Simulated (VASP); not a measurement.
Here is a VASP 6.6.1 calculation.

File INCAR:

```
SYSTEM = LaLu2N3
PREC = Accurate
ENCUT = 600
EDIFF = 1E-7
ISMEAR = 0
SIGMA = 0.1
LREAL = .FALSE.
LASPH = .TRUE.
NELM = 80
ALGO = Normal
ISIF = 3
LWAVE = .FALSE.
LCHARG = .FALSE.
GGA = PE
IBRION = 2
NSW = 100
EDIFFG = -0.01
```

File KPOINTS:

```
Automatic mesh
0
G
  12 12 4
  0 0 0
```

File POSCAR:

```
LaLu2N3
1.0
    3.8373050380      0.0000000000      0.0000000000
   -1.9186525190      3.3232036450      0.0000000000
    0.0000000000      0.0000000000     10.0619137459
La Lu N
1 2 3
Direct
    0.0000000000      0.0000000000      0.0000000000
    0.0000000000      0.0000000000      0.6449949666
    0.0000000000      0.0000000000      0.3550050334
    0.5000000000      0.0000000000      0.5000000000
    0.0000000000      0.5000000000      0.5000000000
    0.5000000000      0.5000000000      0.5000000000
```

Potentials or basis: VASP PAW PBE potentials, release 64 (La, Lu, N).

Run with:

```console
$ cat potpaw_PBE.64/La/POTCAR potpaw_PBE.64/Lu/POTCAR potpaw_PBE.64/N/POTCAR > POTCAR
$ mpirun -np 1 vasp_std > vasp.out
```

Question: Predict the relaxed cell.

Answer: a = 3.863 Å, b = 3.863 Å, c = 10.025 Å, α = 90.00°, β = 90.00°, γ = 120.00°.

Question: Estimate the relaxed volume.

Answer: 21.59 Å³/atom.

Question: Predict the space group after relaxing (to 0.1 Å).

Answer: P6/mmm (No. 191).

Question: Estimate the band gap on the k mesh.

Answer: Zero (bands 38 and 39 overlap by 0.75 eV).

Forces on the atoms (eV/Å):
```
La   0.000  0.000  0.000
Lu   0.000  0.000 -0.005
Lu   0.000  0.000  0.005
N    0.000  0.000  0.000
N    0.000  0.000  0.000
N    0.000  0.000  0.000
```

Caveat: spin-orbit coupling is left out, which moves the levels of the heavy elements.
